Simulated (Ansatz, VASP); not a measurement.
## One calculation of Nb, two programs

Contents of INCAR:

```
  PREC = Accurate
  ENCUT = 520
  EDIFF = 1E-6
  ISMEAR = -1
  SIGMA = 0.03
  LREAL = False
  LASPH = True
  NELM = 100
  ALGO = Normal
  ISIF = 2
  LWAVE = False
  LCHARG = False
  GGA = CA
  NBANDS = 12
```

The input KPOINTS:

```
regular mesh
0
Gamma
  14 14 14
```

Contents of POSCAR:

```
Nb
1.0
   -1.6231103068      1.6231103068      1.6231103068
    1.6231103068     -1.6231103068      1.6231103068
    1.6231103068      1.6231103068     -1.6231103068
Nb
1
Direct
    0.0000000000      0.0000000000      0.0000000000
```

Input for Ansatz:

```yaml
crystal:
  lattice:
    - [-1.6231103068, 1.6231103068, 1.6231103068]
    - [1.6231103068, -1.6231103068, 1.6231103068]
    - [1.6231103068, 1.6231103068, -1.6231103068]
  atoms:
    - { symbol: Nb, position: [0.0, 0.0, 0.0] }
hamiltonian:
  xc: lda
  pseudopotentials:
    kind: paw
    azcp:
      Nb: "pseudopotentials/Nb.paw.azcp"
basis:
  ecutwfc: 420
  fft_grid_basis: typed
kpoints:
  mp_grid: { grid: [14, 14, 14], shift: [0, 0, 0] }
magnetization:
  spin_polarized: false
scf:
  occupations: { method: fermi_dirac, width: 0.03 }
  lower_state_search: "off"
output:
  stress: true
  write_density: true
  write_potential: true
  elf: true
  volumetric_format: npy
```

Alike in both runs: task single point; functional LDA; k mesh 14 × 14 × 14; occupations fermi-dirac, width 0.03 eV; no spin polarisation.

|  | VASP | Ansatz |
| --- | --- | --- |
| version | VASP 6.6.1 | Ansatz 0.2.0 |
| potentials or method | VASP PAW LDA potentials, release 64 (Nb_sv), cutoff 520 eV | plane waves (420 eV) with PAW, scalar-relativistic |
| valence electrons in the cell | 13 | 13 |

VASP gave:

- pressure (GPa): 0.0

Problem. Which values does Ansatz return?

Solution. Pressure (GPa): 0.1.

Ansatz warns that its potentials were made for another functional, while VASP's fit it. LDA's correlation is that of Perdew and Zunger in VASP and of Perdew and Wang (1992) in Ansatz.
